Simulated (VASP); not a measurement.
Write the native input for VASP 6.6.1 that does the following.

* Task: single point
* Functional: HSE06
* Potentials or basis: VASP PAW PBE potentials, release 64 (Si, N)
* Cutoff: 520 eV
* k mesh: 1 × 1 × 1, shifted
* Occupations: gaussian, width 0.01 eV
* Spin: no spin polarisation
* Dipole correction: no
* Grid for exact exchange (PRECFOCK): Fast
* Further INCAR settings: LREAL = Auto; ALGO = Normal; EDIFF = 1e-06; NBANDS = 123; ISYM = -1
* Share of exact exchange: 0.25
* Screening parameter: 0.2079 1/Å

Si3N4:

```
Si N
1.0
     7.66339    0.00000    0.00000
    -3.83169    6.63669    0.00000
     0.00000    0.00000    8.77842
Si N
18 24
Cartesian
  -1.3901 5.4752 2.1946
  2.2267 1.5337 0.7315
  4.0466 3.9415 0.7315
  -0.2149 2.6952 2.1946
  1.6050 5.1030 2.1946
  5.2218 1.1615 0.7315
  -1.3901 5.4752 5.1207
  2.2267 1.5337 3.6577
  4.0466 3.9415 3.6577
  -0.2149 2.6952 5.1207
  1.6050 5.1030 5.1207
  5.2218 1.1615 3.6577
  -1.3901 5.4752 8.0469
  2.2267 1.5337 6.5838
  4.0466 3.9415 6.5838
  -0.2149 2.6952 8.0469
  1.6050 5.1030 8.0469
  5.2218 1.1615 6.5838
  0.0000 4.4245 2.1946
  3.8317 2.2122 0.7315
  4.8600 4.4465 2.1946
  -1.4208 6.4321 0.7315
  2.4491 4.6511 0.7315
  1.3826 1.9856 2.1946
  -1.0283 2.1901 0.7315
  5.2525 0.2046 2.1946
  0.0000 4.4245 5.1207
  3.8317 2.2122 3.6577
  4.8600 4.4465 5.1207
  -1.4208 6.4321 3.6577
  2.4491 4.6511 3.6577
  1.3826 1.9856 5.1207
  -1.0283 2.1901 3.6577
  5.2525 0.2046 5.1207
  0.0000 4.4245 8.0469
  3.8317 2.2122 6.5838
  4.8600 4.4465 8.0469
  -1.4208 6.4321 6.5838
  2.4491 4.6511 6.5838
  1.3826 1.9856 8.0469
  -1.0283 2.1901 6.5838
  5.2525 0.2046 8.0469
```

One way to write it, as run:

POSCAR

```
Si3N4
1.0
    7.6633883346      0.0000000000      0.0000000000
   -3.8316941673      6.6366889768      0.0000000000
    0.0000000000      0.0000000000      8.7784169932
Si N
18 24
Direct
    0.2310993364      0.8249884716      0.2500000000
    0.4061108648      0.2310993364      0.0833333333
    0.8249884716      0.5938891352      0.0833333333
    0.1750115284      0.4061108648      0.2500000000
    0.5938891352      0.7689006636      0.2500000000
    0.7689006636      0.1750115284      0.0833333333
    0.2310993364      0.8249884716      0.5833333333
    0.4061108648      0.2310993364      0.4166666667
    0.8249884716      0.5938891352      0.4166666667
    0.1750115284      0.4061108648      0.5833333333
    0.5938891352      0.7689006636      0.5833333333
    0.7689006636      0.1750115284      0.4166666667
    0.2310993364      0.8249884716      0.9166666667
    0.4061108648      0.2310993364      0.7500000000
    0.8249884716      0.5938891352      0.7500000000
    0.1750115284      0.4061108648      0.9166666667
    0.5938891352      0.7689006636      0.9166666667
    0.7689006636      0.1750115284      0.7500000000
    0.3333333333      0.6666666667      0.2500000000
    0.6666666667      0.3333333333      0.0833333333
    0.9691753813      0.6699950340      0.2500000000
    0.2991803472      0.9691753813      0.0833333333
    0.6699950340      0.7008196528      0.0833333333
    0.3300049660      0.2991803472      0.2500000000
    0.0308246187      0.3300049660      0.0833333333
    0.7008196528      0.0308246187      0.2500000000
    0.3333333333      0.6666666667      0.5833333333
    0.6666666667      0.3333333333      0.4166666667
    0.9691753813      0.6699950340      0.5833333333
    0.2991803472      0.9691753813      0.4166666667
    0.6699950340      0.7008196528      0.4166666667
    0.3300049660      0.2991803472      0.5833333333
    0.0308246187      0.3300049660      0.4166666667
    0.7008196528      0.0308246187      0.5833333333
    0.3333333333      0.6666666667      0.9166666667
    0.6666666667      0.3333333333      0.7500000000
    0.9691753813      0.6699950340      0.9166666667
    0.2991803472      0.9691753813      0.7500000000
    0.6699950340      0.7008196528      0.7500000000
    0.3300049660      0.2991803472      0.9166666667
    0.0308246187      0.3300049660      0.7500000000
    0.7008196528      0.0308246187      0.9166666667
```

INCAR.step1

```
SYSTEM = Si3N4
PREC = Accurate
ENCUT = 520
EDIFF = 1E-5
ISMEAR = 0
SIGMA = 0.01
LREAL = Auto
LASPH = .TRUE.
NELM = 120
ALGO = Normal
ISIF = 2
LWAVE = .TRUE.
NBANDS = 123
GGA = PE
GGA_COMPAT = .FALSE.
ISYM = -1
```

INCAR.step2

```
SYSTEM = Si3N4
PREC = Accurate
ENCUT = 520
EDIFF = 1E-6
ISMEAR = 0
SIGMA = 0.01
LREAL = Auto
LASPH = .TRUE.
NELM = 120
ALGO = Normal
ISIF = 2
LWAVE = .FALSE.
LCHARG = .TRUE.
GGA = PE
LHFCALC = .TRUE.
HFSCREEN = 0.2079
PRECFOCK = Fast
LELF = .TRUE.
LVHAR = .TRUE.
NBANDS = 123
ISTART = 1
GGA_COMPAT = .FALSE.
ISYM = -1
```

KPOINTS

```
explicit points
1
Reciprocal
  0.25000000   0.25000000   0.25000000 1
```

Potentials or basis: VASP PAW PBE potentials, release 64 (Si, N).

The run is started by

```bash
$ cat potpaw_PBE.64/Si/POTCAR potpaw_PBE.64/N/POTCAR > POTCAR
$ cp INCAR.step1 INCAR
$ mpirun -np 1 vasp_std > vasp.out
$ cp INCAR.step2 INCAR
$ mpirun -np 1 vasp_std > vasp.out
```

Results of the run:

The pressure is -7.1 GPa, the largest force is 0.159 eV/Å and the band gap on the k mesh is 6.69 eV.

Caveat: the cell stands under tension; the PAW data sets were made with another functional, which shifts forces and pressure a little; a shifted mesh leaves out Γ, where band edges can lie.

Wall time 12 min on 1 thread of Intel(R) Xeon(R) 6975P-C (Granite Rapids) (shared host), peak memory 0.71 GiB.
